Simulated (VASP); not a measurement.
# CoSn (P6/mmm) in VASP: notebook

Runs on CoSn. Level: PBE. Tasks: single point.

All numbers are computed with VASP 6.6.1; they aren't measurements. Logs are shortened: lines on timing, memory, paths and dates and some standing lists are left out, and cuts for length are marked.

## Step 1: The cell of the first run

The structure is hexagonal, space group P6/mmm (No. 191). Conventional cell: a = 5.191 Å, b = 5.191 Å, c = 4.274 Å, α = 90.00°, β = 90.00°, γ = 120.00°. Co (site symmetry mmm) has 4 Co at 2.60 Å and 6 Sn at 2.60 to 2.61 Å within 3.4 Å. Sn (site symmetry -6m2) has 6 Co at 2.61 Å and 3 Sn at 3.00 Å within 3.4 Å. Sn (site symmetry 6/mmm) has 6 Co at 2.60 Å within 3.4 Å.

## Step 2: Single point, PBE (biaxial strain in the a-b plane: -2.0 %, then relaxed in part)

The input, INCAR:

```
SYSTEM = CoSn
PREC     = Accurate       ! precision mode
ENCUT    = 520            ! plane-wave cutoff, eV
EDIFF    = 1E-7           ! SCF threshold, eV
ISMEAR   = 0              ! smearing method
SIGMA    = 0.1            ! smearing width, eV
LREAL    = .False.        ! projectors in reciprocal space
LASPH    = .True.         ! aspherical terms in the spheres
NELM     = 60             ! most SCF steps
ALGO     = Fast           ! electronic algorithm
ISIF     = 2              ! what is computed and relaxed
LWAVE    = .False.        ! write WAVECAR
LCHARG   = .False.        ! write CHGCAR
GGA      = PE             ! functional
NBANDS   = 44             ! bands
```

The input, KPOINTS:

```
regular mesh
0
Gamma
  12 12 8
  0 0 0
```

The input, POSCAR:

```
CoSn
1.0
    5.1906533012      0.0000000000      0.0000000000
   -2.5953266506      4.4952376211      0.0000000000
    0.0000000000      0.0000000000      4.2741188138
Co Sn
3 3
Direct
    0.0000000000      0.5000000000      0.0000000000
    0.5000000000      0.5000000000      0.0000000000
    0.5000000000      0.0000000000      0.0000000000
    0.6666666667      0.3333333333      0.5000000000
    0.3333333333      0.6666666667      0.5000000000
    0.0000000000      0.0000000000      0.0000000000
```

Potentials or basis: VASP PAW PBE potentials, release 64 (Co, Sn_d).

On the command line:

```
$ cat potpaw_PBE.64/Co/POTCAR potpaw_PBE.64/Sn_d/POTCAR > POTCAR
$ mpirun -np 1 vasp_std > vasp.out
```

OUTCAR:

```text
SYSTEM = CoSn
   PREC = Accurate
   ENCUT = 520
   EDIFF = 1E-7
   ISMEAR = 0
   LREAL = .False.
   LASPH = .True.
   NELM = 60
   ISIF = 2
   GGA = PE

 ion  position               nearest neighbor table
   1  0.000  0.500  0.000-   2 2.60   2 2.60   6 2.60   6 2.60   3 2.60   3 2.60   5 2.61   5 2.61
                             4 2.61   4 2.61
   2  0.500  0.500  0.000-   1 2.60   1 2.60   6 2.60   3 2.60   3 2.60   6 2.60   5 2.61   5 2.61
                             4 2.61   4 2.61
   3  0.500  0.000  0.000-   6 2.60   6 2.60   1 2.60   2 2.60   2 2.60   1 2.60   5 2.61   5 2.61
                             4 2.61   4 2.61
   4  0.667  0.333  0.500-   1 2.61   1 2.61   3 2.61   3 2.61   2 2.61   2 2.61   5 3.00   5 3.00
                             5 3.00   6 3.68   6 3.68   6 3.68   6 3.68   6 3.68   6 3.68
   5  0.333  0.667  0.500-   1 2.61   1 2.61   3 2.61   3 2.61   2 2.61   2 2.61   4 3.00   4 3.00
                             4 3.00   6 3.68   6 3.68   6 3.68   6 3.68   6 3.68   6 3.68
   6  0.000  0.000  0.000-   3 2.60   3 2.60   1 2.60   1 2.60   2 2.60   2 2.60   5 3.68   4 3.68
                             5 3.68   4 3.68   4 3.68   5 3.68   5 3.68   4 3.68   5 3.68   5 3.68

  LATTYP: Found a hexagonal cell.
 ALAT       =     5.1906533012
 C/A-ratio  =     0.8234259862

  Lattice vectors:

 A1 = (   5.1906533012,   0.0000000000,   0.0000000000)
 A2 = (  -2.5953266506,   4.4952376211,   0.0000000000)
 A3 = (   0.0000000000,   0.0000000000,   4.2741188138)

Analysis of symmetry for initial positions (statically):
=====================================================================
 Subroutine PRICEL returns:
 Original cell was already a primitive cell.

 Routine SETGRP: Setting up the symmetry group for a
 hexagonal supercell.

 Subroutine GETGRP returns: Found 24 space group operations
 (whereof 24 operations were pure point group operations)
 out of a pool of 24 trial point group operations.

The static configuration has the point symmetry D_6h.

Analysis of symmetry for dynamics (positions and initial velocities):
=====================================================================
 Subroutine PRICEL returns:
 Original cell was already a primitive cell.

 Routine SETGRP: Setting up the symmetry group for a
 hexagonal supercell.

 Subroutine GETGRP returns: Found 24 space group operations
 (whereof 24 operations were pure point group operations)
 out of a pool of 24 trial point group operations.

The dynamic configuration has the point symmetry D_6h.

 Subroutine INISYM returns: Found 24 space group operations
 (whereof 24 operations are pure point group operations),
 and found     1 'primitive' translations

----------------------------------------------------------------------------------------

                                     Primitive cell

  volume of cell :      99.7290

  direct lattice vectors                    reciprocal lattice vectors
     5.190653301  0.000000000  0.000000000     0.192653977  0.111228825  0.000000000
    -2.595326651  4.495237621  0.000000000     0.000000000  0.222457651  0.000000000
     0.000000000  0.000000000  4.274118814     0.000000000  0.000000000  0.233966355

  length of vectors
     5.190653301  5.190653301  4.274118814     0.222457651  0.222457651  0.233966355

  position of ions in fractional coordinates (direct lattice)
     1.000000000  0.500000000  0.000000000
     0.500000000  0.500000000  0.000000000
     0.500000000  0.000000000  0.000000000
     0.666666667  0.333333333  0.500000000
     0.333333333  0.666666667  0.500000000
     0.000000000  0.000000000  0.000000000

  ion indices of the primitive-cell ions
   primitive index   ion index
                 1           1
                 2           2
                 3           3
                 4           4
                 5           5
                 6           6

----------------------------------------------------------------------------------------

 KPOINTS: regular mesh

Automatic generation of k-mesh.
 Grid dimensions read from file:
 generate k-points for:   12   12    8

 Generating k-lattice:

  Cartesian coordinates                     Fractional coordinates (reciprocal lattice)
     0.016054498  0.009269069  0.000000000     0.083333333  0.000000000  0.000000000
     0.000000000  0.018538138  0.000000000     0.000000000  0.083333333  0.000000000
     0.000000000  0.000000000  0.029245794     0.000000000  0.000000000  0.125000000

  Length of vectors
     0.018538138  0.018538138  0.029245794

  Shift w.r.t. Gamma in fractional coordinates (k-lattice)
     0.000000000  0.000000000  0.000000000

 Subroutine IBZKPT returns following result:
 ===========================================

 Found     95 irreducible k-points:

 Following reciprocal coordinates:
            Coordinates               Weight
  0.000000  0.000000  0.000000      1.000000
  0.083333  0.000000  0.000000      6.000000
  0.166667  0.000000  0.000000      6.000000
  0.250000  0.000000  0.000000      6.000000
  0.333333  0.000000  0.000000      6.000000
  0.416667  0.000000  0.000000      6.000000
[... 16 lines left out ...]
  0.250000  0.000000  0.125000     12.000000
  0.333333  0.000000  0.125000     12.000000
 [... further k-points ...]
   k-points           NKPTS =     95   k-points in BZ     NKDIM =     95   number of bands    NBANDS=     44
   number of dos      NEDOS =    301   number of ions     NIONS =      6
   total plane-waves  NPLWV =  51200
   dimension x,y,z NGX =    40 NGY =   40 NGZ =   32
   dimension x,y,z NGXF=    80 NGYF=   80 NGZF=   64
   ions per type =               3   3
   NGX,Y,Z   is equivalent  to a cutoff of  12.81, 12.81, 12.45 a.u.
   NGXF,Y,Z  is equivalent  to a cutoff of  25.62, 25.62, 24.89 a.u.
 SYSTEM =  CoSn
   PREC   = accura    normal or accurate (medium, high low for compatibility)
   ISTART =      0    job   : 0-new  1-cont  2-samecut
   ICHARG =      2    charge: 1-file 2-atom 10-const
   ISPIN  =      1    spin polarized calculation?
   LNONCOLLINEAR =      F non collinear calculations
   LSORBIT =      F    spin-orbit coupling
   LASPH  =      T    aspherical Exc in radial PAW
   ENCUT  =  520.0 eV  38.22 Ry    6.18 a.u.   9.65  9.65  7.95*2*pi/ulx,y,z
   NELM   =     60;   NELMIN=  2; NELMDL= -5     # of ELM steps
   EDIFF  = 0.1E-06   stopping-criterion for ELM
   LREAL  =      F    real-space projection
   EDIFFG = 0.1E-05   stopping-criterion for IOM
   NSW    =      0    number of steps for IOM
   IBRION =     -1    ionic relax: 0-MD 1-quasi-New 2-CG
   NFREE  =      0    steps in history (QN), initial steepest desc. (CG)
   ISIF   =      2    stress and relaxation
   ISYM   =      2    0-nonsym 1-usesym 2-fastsym
   POTIM  = 0.5000    time-step for ionic-motion
   TEBEG  =    0.0;   TEEND  =   0.0 temperature during run
   PSTRESS=    0.0 pullay stress
   NELECT =      69.0000    total number of electrons
   NUPDOWN=      -1.0000    fix difference up-down
   EMIN   =  10.00;   EMAX   =-10.00  energy-range for DOS
   EFERMI =   0.00;   METHOD = LEGACY
   ISMEAR =     0;   SIGMA  =   0.10  broadening in eV -4-tet -1-fermi 0-gaus
   EFERMI_NEDOS =   21; number of points for ismear=-14 and -15
   IALGO  =     68    algorithm
   IMIX   =      4    mixing-type and parameters
     AMIX     =   0.40;   BMIX     =  1.00
     AMIX_MAG =   1.60;   BMIX_MAG =  1.00
  volume/ion in A,a.u.               =      16.62       112.17
  Fermi-wavevector in a.u.,A,eV,Ry     =   1.447941  2.736211 28.525053  2.096532
  Thomas-Fermi vector in A             =   2.565838
   LORBIT       =      0    0 simple, 1 ext, 2 COOP (PROOUT), +10 PAW based schemes
   GGA     = PE    functional components
   LHFCALC =     F    Hartree Fock is set to
   AEXX    =    0.0000 exact exchange contribution
   IVDW    =     0    specifies the selected vdW correction
   LEPSILON=     F    determine dielectric tensor
   LRPA    =     F    only Hartree local field effects (RPA)
 non-spin polarized calculation
 RMM-DIIS sequential band-by-band and
 Gauss-broadening in eV      SIGMA  =   0.10
  energy-cutoff  :      520.00
  volume of cell :       99.73
 maximum number of plane-waves:      2716
 NGX is ok and might be reduce to    40
   NGX = 19   NGY = 19   NGZ = 15

 number of electron      69.0000007 magnetization

 Free energy of the ion-electron system (eV)
  ---------------------------------------------------
  ext. energy  EPLUGINS =         0.00000000
  ---------------------------------------------------
  free energy    TOTEN  =       -33.18091050 eV

  energy without entropy =      -33.16265720  energy(sigma->0) =      -33.17178385

 E-fermi :  10.1671     XC(G=0): -11.8607

 val. band max:       10.1531671460   @ k =   0.0000   0.0000   0.5000
 cond. band min:      10.1749047688   @ k =   0.5000   0.0000   0.2500
 fundamental gap:      0.0217376228
 Fermi energy:        10.1671289373

 k-point     1 :       0.0000    0.0000    0.0000
  band No.  band energies     occupation
      1     -11.3133      2.00000
      2     -11.2600      2.00000
      3     -11.2600      2.00000
      4     -11.1985      2.00000
      5     -11.1985      2.00000
      6     -11.1555      2.00000
[... 36 lines left out ...]
     43      16.0147      0.00000
     44      16.6563      0.00000

 k-point     2 :       0.0833    0.0000    0.0000
  band No.  band energies     occupation
      1     -11.3125      2.00000
      2     -11.2670      2.00000
      3     -11.2640      2.00000
      4     -11.2008      2.00000
      5     -11.1999      2.00000
      6     -11.1649      2.00000
[... 36 lines left out ...]
     43      15.8743      0.00000
     44      15.9194      0.00000

 k-point     3 :       0.1667    0.0000    0.0000
  band No.  band energies     occupation
      1     -11.3103      2.00000
      2     -11.2835      2.00000
      3     -11.2751      2.00000
      4     -11.2062      2.00000
      5     -11.2018      2.00000
      6     -11.1756      2.00000
[... 36 lines left out ...]
     43      15.2050      0.00000
     44      15.6695      0.00000

 k-point     4 :       0.2500    0.0000    0.0000
  band No.  band energies     occupation
      1     -11.3077      2.00000
      2     -11.3018      2.00000
      3     -11.2894      2.00000
      4     -11.2125      2.00000
      5     -11.2011      2.00000
      6     -11.1811      2.00000
[... 882 lines left out ...]
     43      15.0469      0.00000
     44      16.4888      0.00000

 k-point    23 :       0.2500    0.0000    0.1250
  band No.  band energies     occupation
      1     -11.3055      2.00000
      2     -11.3025      2.00000
      3     -11.2901      2.00000
      4     -11.2104      2.00000
      5     -11.2010      2.00000
      6     -11.1781      2.00000
[... 36 lines left out ...]
     43      14.9226      0.00000
     44      16.7335      0.00000

 k-point    24 :       0.3333    0.0000    0.1250
  band No.  band energies     occupation
      1     -11.3179      2.00000
      2     -11.3076      2.00000
      3     -11.2986      2.00000
      4     -11.2150      2.00000
      5     -11.1972      2.00000
      6     -11.1807      2.00000
[... 36 lines left out ...]
     43      15.0580      0.00000
     44      16.5500      0.00000

 [... further k-points ...]
[... 5 lines left out ...]
  --------------------------------------------------------------------------------------
  -------------------------------------------------------------------------------------
  Total        3.9476175      3.9476175     -0.0779273      0.0000000      0.0000000      0.0000000
  in kB       63.4197290     63.4197290     -1.2519269      0.0000000      0.0000000      0.0000000
  external PRESSURE =      41.8625104 kB  Pullay stress =       0.0000000 kB

 VOLUME and BASIS-vectors are now :
 -----------------------------------------------------------------------------
  energy-cutoff  :      520.00
  volume of cell :       99.73
      direct lattice vectors                 reciprocal lattice vectors
     5.190653301  0.000000000  0.000000000     0.192653977  0.111228825  0.000000000
    -2.595326651  4.495237621  0.000000000     0.000000000  0.222457651  0.000000000
     0.000000000  0.000000000  4.274118814     0.000000000  0.000000000  0.233966355

 POSITION                                       TOTAL-FORCE (eV/Angst)
 -----------------------------------------------------------------------------------
     -1.29766      2.24762      0.00000         0.000000      0.000000      0.000000
      1.29766      2.24762      0.00000         0.000000      0.000000      0.000000
      2.59533      0.00000      0.00000         0.000000      0.000000      0.000000
      2.59533      1.49841      2.13706         0.000000      0.000000     -0.000000
     -0.00000      2.99683      2.13706        -0.000000      0.000000      0.000000
      0.00000      0.00000      0.00000         0.000000      0.000000      0.000000
 -----------------------------------------------------------------------------------
    total drift:                               -0.000000      0.000000     -0.000000

  FREE ENERGIE OF THE ION-ELECTRON SYSTEM (eV)
  ---------------------------------------------------
  free  energy   TOTEN  =       -33.1809104963 eV

  energy  without entropy=      -33.1626572012  energy(sigma->0) =      -33.17178385
```

Wall time 5.7 min (1 thread of Intel Xeon 6975P-C (Granite Rapids), shared host); peak memory 0.45 GiB.

What came out:

- Free energy: -33.1809 eV
- Pressure: 4.2 GPa
- Band gap on the k mesh: zero (an odd number of electrons rules out a gap without spin polarisation)

Caveat: the cell differs from its parent crystal (biaxial strain in the a-b plane: -2.0 %, then relaxed in part); the cell stands under pressure; spin-orbit coupling is left out, which moves the levels of the heavy elements; the run has no spin polarisation, though such a crystal can be magnetic.

[end of part 1 of 2]
